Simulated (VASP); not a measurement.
Set up this calculation in VASP 6.6.1, as the native input.

```
Task                   : single point
Functional             : r2SCAN
Potentials or basis    : VASP PAW PBE potentials, release 64 (Zn)
Cutoff                 : 520 eV
k mesh                 : 18 × 18 × 8
Occupations            : fermi-dirac, width 0.15 eV
Spin                   : no spin polarisation
Dipole correction      : no
Further INCAR settings : ALGO = Normal; EDIFF = 1e-06; NBANDS = 19
```

Zn:

```
Zn
1.0
     2.60157    0.00000    0.00000
    -1.30079    2.25303    0.00000
     0.00000    0.00000    4.94898
Zn
2
Direct
  0.33333 0.66667 0.25000
  0.66667 0.33333 0.75000
```

The input as run:

POSCAR

```
Zn
1.0
    2.6015746660      0.0000000000      0.0000000000
   -1.3007873330      2.2530297506      0.0000000000
    0.0000000000      0.0000000000      4.9489792956
Zn
2
Direct
    0.3333333333      0.6666666667      0.2500000000
    0.6666666667      0.3333333333      0.7500000000
```

INCAR.step1

```
SYSTEM = Zn
PREC = Accurate ; ENCUT = 520
ISMEAR = -1 ; SIGMA = 0.15
LREAL = .FALSE. ; LASPH = .TRUE.
NELM = 80 ; NBANDS = 19
GGA = PE ; ALGO = Normal
EDIFF = 1E-4 ; LWAVE = .TRUE.
LCHARG = .FALSE.
```

INCAR.step2

```
SYSTEM = Zn
PREC = Accurate ; ENCUT = 520
EDIFF = 1E-6 ; ISMEAR = -1
SIGMA = 0.15 ; LREAL = .FALSE.
LASPH = .TRUE. ; NELM = 80
ALGO = Normal ; ISIF = 2
LWAVE = .FALSE. ; LCHARG = .FALSE.
METAGGA = R2SCAN ; LMIXTAU = .TRUE.
NBANDS = 19 ; ISTART = 1
```

KPOINTS

```
regular mesh
0
G
  18 18 8
  0 0 0
```

Potentials or basis: VASP PAW PBE potentials, release 64 (Zn).

The run is started by

```sh
$ cat potpaw_PBE.64/Zn/POTCAR > POTCAR
$ cp INCAR.step1 INCAR
$ mpirun -np 1 vasp_std > vasp.out
$ cp INCAR.step2 INCAR
$ mpirun -np 1 vasp_std > vasp.out
```

It gave:

- Pressure: 0.5 GPa
- Band gap on the k mesh: zero (band 12 reaches 5.09 eV, above the bottom of band 13 at -0.07 eV)

Caveat: the PAW data sets were made with another functional, which shifts forces and pressure a little.

Wall time 5.3 min on 1 thread of Intel(R) Xeon(R) Platinum 8488C (Sapphire Rapids) (shared host), peak memory 0.2 GiB.
